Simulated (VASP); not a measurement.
Set up this calculation in VASP 6.6.1, as the native input.

```yaml
Task: single point
Functional: PBEsol
Potentials_or_basis: VASP PAW PBE potentials, release 64 (Cd, S)
Cutoff: 520 eV
k_mesh: 2 × 2 × 2
Occupations: gaussian, width 0.02 eV
Spin: no spin polarisation
Dipole_correction: no
Further_INCAR_settings: LREAL = Auto; ALGO = Normal; EDIFF = 1e-06; NBANDS = 92
```

The structure of Cd9S8 (a cell with a defect) lies in POSCAR:

```
Cd9S8
1.0
    0.0000000000      5.8238935687     -5.8238935687
    5.8238935687      5.8238935687      0.0000000000
    5.8238935687      0.0000000000     -5.8238935687
Cd S
9 8
Direct
    0.4892051110      0.4887861473      0.0084918276
    0.4888845351      0.0076326086      0.0076818883
    1.0077269495      0.4885670499      0.0078803810
    0.9984804721     -0.0020973941     -0.0023518630
    0.4987031383      0.4990553082      0.4992232371
    0.4892337002      0.0085425668      0.4886322125
    1.0086337311      0.4888984434      0.4887069907
    1.0078182114      0.0079249388      0.4884392145
    0.7484856906      0.7478993132      0.7476381477
    0.3755914277      0.3755206846      0.3754798185
    0.3750324374      0.8692998834      0.3749313023
    0.8689803377      0.3751023219      0.3750686674
    0.8763860362      0.8761834226      0.3648722242
    0.3749675323      0.3748976478      0.8694482377
    0.3656582104      0.8759910256      0.8758940114
    0.8763303175      0.3651102952      0.8760236498
    0.8758052392      0.8756086353      0.8755293070
```

One way to write it, as run:

INCAR

```
PREC     = Accurate       # precision mode
ENCUT    = 520            # plane-wave cutoff, eV
EDIFF    = 1E-6           # SCF threshold, eV
ISMEAR   = 0              # smearing method
SIGMA    = 0.02           # smearing width, eV
LREAL    = Auto         
LASPH    = True           # aspherical terms in the spheres
NELM     = 100            # most SCF steps
ALGO     = Normal         # electronic algorithm
ISIF     = 2              # what is computed and relaxed
LWAVE    = False          # write WAVECAR
LCHARG   = False          # write CHGCAR
GGA      = PS             # functional
NBANDS   = 92             # bands
```

KPOINTS

```
regular mesh
0
Gamma
  2 2 2
```

Potentials or basis: VASP PAW PBE potentials, release 64 (Cd, S).

Command:

```sh
$ cat potpaw_PBE.64/Cd/POTCAR potpaw_PBE.64/S/POTCAR > POTCAR
$ mpirun -np 1 vasp_std > vasp.out
```

It gave:

```yaml
Pressure: 5.7 GPa
Largest_force: 0.017 eV/Å
Band_gap_on_the_k_mesh: zero (bands 78 and 79 overlap by 1.09 eV)
```

Caveat: the k points lie up to 0.47 Å⁻¹ apart, too coarse for converged energies and pressures of a metal; the PAW data sets were made with another functional, which shifts forces and pressure a little.

Wall time 8.5 min on 1 thread of Intel(R) Xeon(R) Platinum 8488C (Sapphire Rapids) (shared host), peak memory 0.62 GiB.
